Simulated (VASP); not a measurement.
Wanted: the native input for a VASP 6.6.1 run.

```
Task                   : electric field gradients
Functional             : PBEsol
Potentials or basis    : VASP PAW PBE potentials, release 64 (Sb)
Cutoff                 : 520 eV
k mesh                 : 12 × 12 × 12
Occupations            : fermi-dirac, width 0.05 eV
Spin                   : no spin polarisation
Dipole correction      : no
Further INCAR settings : ALGO = Normal; EDIFF = 1e-08; NBANDS = 8
```

The structure of Sb lies in POSCAR:

```
Sb
1.0
    0.0000000000      2.2659246546      2.2659246546
    2.2659246546      0.0000000000      2.2659246546
    2.2659246546      2.2659246546      0.0000000000
Sb
1
Direct
    0.0000000000      0.0000000000      0.0000000000
```

This cell differs from its parent crystal: volume scaled by 0.95.

One way to write it, as run:

INCAR

```
SYSTEM = Sb
PREC = Accurate
ENCUT = 520
EDIFF = 1E-8
ISMEAR = -1
SIGMA = 0.05
LREAL = .FALSE.
LASPH = .TRUE.
NELM = 80
ALGO = Normal
ISIF = 2
LWAVE = .FALSE.
LCHARG = .FALSE.
GGA = PS
LEFG = .TRUE.
NBANDS = 8
```

KPOINTS

```
Automatic mesh
0
G
  12 12 12
  0 0 0
```

Potentials or basis: VASP PAW PBE potentials, release 64 (Sb).

Launch:

```bash
$ cat potpaw_PBE.64/Sb/POTCAR > POTCAR
$ mpirun -np 1 vasp_std > vasp.out
```

It gave:

```
Pressure : 10.3 GPa
```

Caveat: without QUAD_EFG the Cq values of the log hold for a quadrupole moment of 1 mb, not for the nuclei; the PAW data sets were made with another functional, which shifts forces and pressure a little.

It took 26 s on 1 thread of AMD EPYC 7R13, on a shared host, peak memory 0.11 GiB.
